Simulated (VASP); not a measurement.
Here is a VASP 6.6.1 calculation.

INCAR

```
SYSTEM = B
  ALGO = Normal
  EDIFF = 1E-7
  ENCUT = 520
  GGA = PE
  ISIF = 2
  ISMEAR = -1
  LASPH = .True.
  LCHARG = .True.
  LELF = .True.
  LREAL = .False.
  LVHAR = .True.
  LWAVE = .False.
  NBANDS = 10
  NELM = 60
  PREC = Accurate
  SIGMA = 0.05
```

KPOINTS

```
k-points
0
Gamma
  18 18 18
  0 0 0
```

Contents of POSCAR:

```
B
1.0
    0.0000000000      1.9912093304      1.9912093304
    1.9912093304      0.0000000000      1.9912093304
    1.9912093304      1.9912093304      0.0000000000
B
2
Direct
   -0.1250000000     -0.1250000000     -0.1250000000
    0.1250000000      0.1250000000      0.1250000000
```

Potentials or basis: VASP PAW PBE potentials, release 64 (B).

The run is started by

```console
$ cat potpaw_PBE.64/B/POTCAR > POTCAR
$ mpirun -np 1 vasp_std > vasp.out
```

**Question.** Estimate the band gap on the k mesh.

**Answer.** Zero (band 3 reaches 8.37 eV, above the bottom of band 4 at 0.89 eV).

**Question.** What does it give for the pressure?

**Answer.** 10.0 GPa.
